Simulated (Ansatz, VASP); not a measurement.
Two plane-wave programs on GeS3

```
CELL_PARAMETERS angstrom
-2.65885 2.65885 2.65885
2.65885 -2.65885 2.65885
2.65885 2.65885 -2.65885
ATOMIC_POSITIONS crystal
Ge 0.00000 0.00000 0.00000
S 0.00000 0.50000 0.50000
S 0.50000 0.00000 0.50000
S 0.50000 0.50000 0.00000
```

Change from the starting cell: species swapped into the Sb3Au type (Im-3m, No. 229).

Alike in both runs: functional PBE; k mesh 4 × 4 × 4; occupations gaussian, width 0.1 eV; no spin polarisation.

Ansatz relaxed the structure, and its values are those at the end. VASP's run is a single point on that final structure, the one shown.

|  | VASP | Ansatz |
| --- | --- | --- |
| version | VASP 6.6.1 | Ansatz 0.2.0 |
| potentials or method | VASP PAW PBE potentials, release 64 (Ge_d, S), cutoff 520 eV | scalar-relativistic, plane waves, PAW |
| valence electrons in the cell | 32 | 32 |

|  | VASP | Ansatz | Ansatz less VASP |
| --- | --- | --- | --- |
| gap on the k mesh at the Fermi level (eV) | none | none | - |
| pressure (GPa) | -0.3 | -0.2 | +0.07 |

A gap of «none» marks a metal or a gap that the smearing closes. The functional is the same, so the differences come from potentials, cutoffs and numerics.

The k mesh is coarse, so the values compare programs but aren't converged.
